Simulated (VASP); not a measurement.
# NbSnTe4 (F-43m) in VASP: a series of runs, part 2 of 2

VASP 6.6.1.

### 3 Single point, PBE, collinear spin, ferromagnetic start

This run uses another cell than the first one, of 28.42 Å³/atom, 0.871 times its volume.

The input, INCAR:

```
SYSTEM = NbSnTe4
ALGO     = Normal         ! electronic algorithm
EDIFF    = 1E-7           ! SCF threshold, eV
ENCUT    = 520            ! plane-wave cutoff, eV
GGA      = PE             ! functional
ISIF     = 2              ! what is computed and relaxed
ISMEAR   = 0              ! smearing method
ISPIN    = 2              ! spin polarisation
LASPH    = .True.         ! aspherical terms in the spheres
LCHARG   = .False.        ! write CHGCAR
LMAXMIX  = 4              ! l up to which the mixer works
LORBIT   = 11             ! projections on sites
LREAL    = .False.        ! projectors in reciprocal space
LWAVE    = .False.        ! write WAVECAR
MAGMOM   = 1 0 0 0 0 0    ! initial moments
NBANDS   = 38             ! bands
NELM     = 150            ! most SCF steps
PREC     = Accurate       ! precision mode
SIGMA    = 0.1            ! smearing width, eV
```

The input, KPOINTS:

```
k-points
0
Gamma
  4 4 4
  0 0 0
```

The input, POSCAR:

```
NbSnTe4
1.0
    0.0000000000      4.4011892165      4.4011892165
    4.4011892165      0.0000000000      4.4011892165
    4.4011892165      4.4011892165      0.0000000000
Nb Sn Te
1 1 4
Direct
    0.5000000000      0.5000000000      0.5000000000
    0.7500000000      0.7500000000      0.7500000000
    0.6223042229      0.1258985924      0.1258985924
    0.1258985924      0.1258985924      0.1258985924
    0.1258985924      0.6223042229      0.1258985924
    0.1258985924      0.1258985924      0.6223042229
```

Potentials or basis: VASP PAW PBE potentials, release 64 (Nb_sv, Sn_d, Te).

Launch:

```bash
cat potpaw_PBE.64/Nb_sv/POTCAR potpaw_PBE.64/Sn_d/POTCAR potpaw_PBE.64/Te/POTCAR > POTCAR
mpirun -np 1 vasp_std > vasp.out
```

OUTCAR:

```text
SYSTEM = NbSnTe4
   EDIFF = 1E-7
   ENCUT = 520
   GGA = PE
   ISIF = 2
   ISMEAR = 0
   ISPIN = 2
   LASPH = .True.
   LORBIT = 11
   LREAL = .False.
   NELM = 150
   PREC = Accurate

 ion  position               nearest neighbor table
   1  0.500  0.500  0.500-
   2  0.750  0.750  0.750-   3 3.65   5 3.65   3 3.65   6 3.65   5 3.65   6 3.65   4 3.65   4 3.65
                             4 3.65   3 3.65   5 3.65   6 3.65
   3  0.622  0.126  0.126-   4 3.09   5 3.09   6 3.09   4 3.13   6 3.13   5 3.13   2 3.65   2 3.65
                             2 3.65
   4  0.126  0.126  0.126-   3 3.09   5 3.09   6 3.09   6 3.13   5 3.13   3 3.13   2 3.65   2 3.65
                             2 3.65
   5  0.126  0.622  0.126-   3 3.09   4 3.09   6 3.09   6 3.13   4 3.13   3 3.13   2 3.65   2 3.65
                             2 3.65
   6  0.126  0.126  0.622-   3 3.09   4 3.09   5 3.09   4 3.13   5 3.13   3 3.13   2 3.65   2 3.65
                             2 3.65

  LATTYP: Found a face centered cubic cell.
 ALAT       =     8.8023784330

  Lattice vectors:

 A1 = (   0.0000000000,   4.4011892165,   4.4011892165)
 A2 = (   4.4011892165,   0.0000000000,   4.4011892165)
 A3 = (   4.4011892165,   4.4011892165,   0.0000000000)

Analysis of symmetry for initial positions (statically):
=====================================================================
 Subroutine PRICEL returns:
 Original cell was already a primitive cell.

 Routine SETGRP: Setting up the symmetry group for a
 face centered cubic supercell.

 Subroutine GETGRP returns: Found 24 space group operations
 (whereof 24 operations were pure point group operations)
 out of a pool of 48 trial point group operations.

The static configuration has the point symmetry T_d .

Analysis of symmetry for dynamics (positions and initial velocities):
=====================================================================
 Subroutine PRICEL returns:
 Original cell was already a primitive cell.

 Routine SETGRP: Setting up the symmetry group for a
 face centered cubic supercell.

 Subroutine GETGRP returns: Found 24 space group operations
[... 169 lines left out ...]
      2     -24.0722      1.00000
      3     -24.0722      1.00000
      4     -24.0722      1.00000
      5     -13.6333      1.00000
      6     -13.6333      1.00000
[... 309 lines left out ...]
     36      11.7962      0.00000
     37      12.8647      0.00000
 Fermi energy:         8.1257348533

 spin component 2

 k-point     1 :       0.0000    0.0000    0.0000
  band No.  band energies     occupation
      1     -46.6042      1.00000
      2     -22.5479      1.00000
      3     -22.5479      1.00000
      4     -22.5479      1.00000
      5     -13.6458      1.00000
      6     -13.6458      1.00000
[... 309 lines left out ...]
     36      12.1050      0.00000
     37      13.3861      0.00000
 [bands above 37 left out]

------------------------ aborting loop because EDIFF is reached ----------------------------------------

  FORCE on cell =-STRESS in cart. coord.  units (eV):
  Direction    XX          YY          ZZ          XY          YZ          ZX
  --------------------------------------------------------------------------------------
  -------------------------------------------------------------------------------------
  Total        1.6487708      1.6487708      1.6487708      0.0000000      0.0000000     -0.0000000
  in kB       15.4928298     15.4928298     15.4928298      0.0000000      0.0000000     -0.0000000
  external PRESSURE =      15.4928298 kB  Pullay stress =       0.0000000 kB

 VOLUME and BASIS-vectors are now :
 -----------------------------------------------------------------------------
  energy-cutoff  :      520.00
  volume of cell :      170.51
      direct lattice vectors                 reciprocal lattice vectors
     0.000000000  4.401189216  4.401189216    -0.113605659  0.113605659  0.113605659
     4.401189216  0.000000000  4.401189216     0.113605659 -0.113605659  0.113605659
     4.401189216  4.401189216  0.000000000     0.113605659  0.113605659 -0.113605659

 POSITION                                       TOTAL-FORCE (eV/Angst)
 -----------------------------------------------------------------------------------
      4.40119      4.40119      4.40119        -0.000000     -0.000000     -0.000000
      6.60178      6.60178      6.60178        -0.000000     -0.000000     -0.000000
      1.10821      3.29298      3.29298        -0.059560      0.059560      0.059560
      1.10821      1.10821      1.10821        -0.059560     -0.059560     -0.059560
      3.29298      1.10821      3.29298         0.059560     -0.059560      0.059560
      3.29298      3.29298      1.10821         0.059560      0.059560     -0.059560
 -----------------------------------------------------------------------------------
    total drift:                               -0.000000     -0.000000     -0.000000

  FREE ENERGIE OF THE ION-ELECTRON SYSTEM (eV)
  ---------------------------------------------------
  free  energy   TOTEN  =       -21.0715722165 eV

  energy  without entropy=      -21.0429751952  energy(sigma->0) =      -21.05727371

 total charge

# of ion       s       p       d       tot
------------------------------------------
    1        2.105   5.893   2.515  10.514
    2        1.342   0.720   9.955  12.017
    3        1.454   1.776   0.071   3.301
    4        1.454   1.776   0.071   3.301
    5        1.454   1.776   0.071   3.301
    6        1.454   1.776   0.071   3.301
--------------------------------------------------
tot          9.262  13.717  12.754  35.734

 magnetization (x)

# of ion       s       p       d       tot
------------------------------------------
    1        0.041   0.013   1.908   1.962
    2        0.007  -0.071   0.003  -0.060
    3       -0.002  -0.080   0.001  -0.082
    4       -0.002  -0.080   0.001  -0.082
    5       -0.002  -0.080   0.001  -0.082
    6       -0.002  -0.080   0.001  -0.082
--------------------------------------------------
tot          0.041  -0.380   1.913   1.574
```

OSZICAR:

```text
N       E                     dE             d eps       ncg     rms          rms(c)
DAV:   1     0.457346544382E+03    0.45735E+03   -0.22250E+04  1224   0.136E+03
DAV:   2     0.395033801749E+02   -0.41784E+03   -0.39878E+03  1304   0.402E+02
[... 13 lines left out ...]
DAV:  16    -0.210715079964E+02    0.47243E-04   -0.30080E-04  1742   0.628E-02    0.615E-02
DAV:  17    -0.210715716915E+02   -0.63695E-04   -0.26149E-04  1316   0.529E-02    0.108E-02
DAV:  18    -0.210715725289E+02   -0.83738E-06   -0.10401E-05  1642   0.125E-02    0.872E-03
DAV:  19    -0.210715717319E+02    0.79697E-06   -0.29890E-06  1544   0.577E-03    0.355E-03
DAV:  20    -0.210715722839E+02   -0.55195E-06   -0.83391E-07  1128   0.323E-03    0.148E-03
DAV:  21    -0.210715722165E+02    0.67362E-07   -0.24174E-07  1048   0.194E-03
   1 F= -.21071572E+02 E0= -.21057274E+02  d E =-.285970E-01  mag=     2.1832
```

Run time: 98 s. Hardware: 1 thread of Intel Xeon 6975P-C (Granite Rapids), shared host; peak memory 0.44 GiB.

What came out:

```
Free energy                                           : -21.0716 eV
Pressure                                              : 1.5 GPa
Largest force                                         : 0.103 eV/Å
Net moment                                            : 2.18 μB per cell
Site moments                                          : Nb +1.96; Sn -0.06; Te -0.08 μB
Valence electrons inside the program's atomic spheres : Nb 10.51; Sn 12.02; Te 3.30
```

Forces in eV/Å, atoms in the order of the input:
```
Nb   0.000  0.000  0.000
Sn   0.000  0.000  0.000
Te  -0.060  0.060  0.060
Te  -0.060 -0.060 -0.060
Te   0.060 -0.060  0.060
Te   0.060  0.060 -0.060
```

Levels at points of the mesh, in eV from the Fermi level:
Spin up:
| k point | band 24 | band 25 | band 26 | band 27 | band 28 | band 29 |
| --- | --- | --- | --- | --- | --- | --- |
| (0.00, 0.00, 0.00) | -0.10 | 0.26 | 0.26 | 0.26 | 0.27 | 0.27 |
| (0.50, 0.00, 0.00) | -0.49 | -0.49 | -0.42 | -0.11 | 0.15 | 0.15 |
| (0.50, 0.50, 0.00) | -1.86 | -0.85 | -0.85 | -0.72 | -0.21 | 0.70 |
Spin down:
```csv
k point,band 21,band 22,band 23,band 24,band 25,band 26,band 27,band 28
"(0.00, 0.00, 0.00)",-0.69,-0.69,-0.69,0.88,1.23,1.23,1.23,1.59
"(0.50, 0.00, 0.00)",-2.59,-2.44,-2.44,0.02,0.73,0.73,1.13,1.33
"(0.50, 0.50, 0.00)",-2.58,-2.49,-2.26,-1.91,0.16,0.16,0.20,1.39
```

Caveat: spin-orbit coupling is left out, which moves the levels of the heavy elements.
